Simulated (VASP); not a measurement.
A run of VASP 6.6.1 is set up as follows.

INCAR

```
SYSTEM = PbS
PREC     = Accurate       ! precision mode
ENCUT    = 520            ! plane-wave cutoff, eV
EDIFF    = 1E-7           ! SCF threshold, eV
ISMEAR   = 0              ! smearing method
SIGMA    = 0.03           ! smearing width, eV
LREAL    = .FALSE.        ! projectors in reciprocal space
LASPH    = .TRUE.         ! aspherical terms in the spheres
NELM     = 60             ! most SCF steps
ALGO     = Normal         ! electronic algorithm
ISIF     = 2              ! what is computed and relaxed
LWAVE    = .FALSE.        ! write WAVECAR
LCHARG   = .FALSE.        ! write CHGCAR
GGA      = PS             ! functional
NBANDS   = 17             ! bands
```

The input KPOINTS:

```
Automatic mesh
0
G
  10 10 10
  0 0 0
```

POSCAR

```
PbS
1.0
    0.0000000000      2.8908750000      2.9650000000
    2.8908750000      0.0000000000      2.9650000000
    2.8908750000      2.8908750000      0.0000000000
Pb S
1 1
Direct
    0.0000000000      0.0000000000      0.0000000000
    0.5000000000      0.5000000000      0.5000000000
```

Potentials or basis: VASP PAW PBE potentials, release 64 (Pb_d, S).

Run with:

```sh
$ cat potpaw_PBE.64/Pb_d/POTCAR potpaw_PBE.64/S/POTCAR > POTCAR
$ mpirun -np 1 vasp_std > vasp.out
```

(1) What does it give for the band gap on the k mesh?

(2) What does it give for the pressure?

Answers

(1) 0.03 eV, direct.

(2) 2.5 GPa.

Caveat: the cell differs from its parent crystal (strain -0.025 along x and y, +0.000 along z); the PAW data sets were made with another functional, which shifts forces and pressure a little; spin-orbit coupling is left out, which moves the levels of the heavy elements.
